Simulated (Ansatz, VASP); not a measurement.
# YAl3N4 in VASP and in Ansatz

```
Y Al N
1.0
     3.15651    0.00000    0.00000
     0.00000    3.15651    0.00000
     0.00000    0.00000    8.43776
Y Al N
1 3 4
Direct
  0.50000 0.50000 0.00000
  0.00000 0.00000 0.72931
  0.00000 0.00000 0.27069
  0.50000 0.50000 0.50000
  0.00000 0.00000 0.00000
  0.50000 0.50000 0.27439
  0.00000 0.00000 0.50000
  0.50000 0.50000 0.72561
```

Alike in both runs: functional PBE; k mesh 6 × 6 × 2; occupations gaussian, width 0.1 eV; no spin polarisation.

Ansatz relaxed the structure, and its values are those at the end. VASP's run is a single point on that final structure, the one shown.

|  | VASP | Ansatz |
| --- | --- | --- |
| version | VASP 6.6.1 | Ansatz 0.2.0 |
| potentials or method | VASP PAW PBE potentials, release 64 (Y_sv, Al, N), cutoff 520 eV | scalar-relativistic, plane waves, PAW |
| valence electrons in the cell | 40 | 40 |

Ansatz gave:

* gap on the k mesh at the Fermi level (eV): 0.86
* least direct gap on the mesh (eV): 0.86
* pressure (GPa): 0.0
* rms of the force components (eV/Å): 0.001

Q: What did VASP give for the same quantities?

A: gap on the k mesh at the Fermi level (eV): 0.86; least direct gap on the mesh (eV): 0.86; pressure (GPa): -0.3; rms of the force components (eV/Å): 0.003.
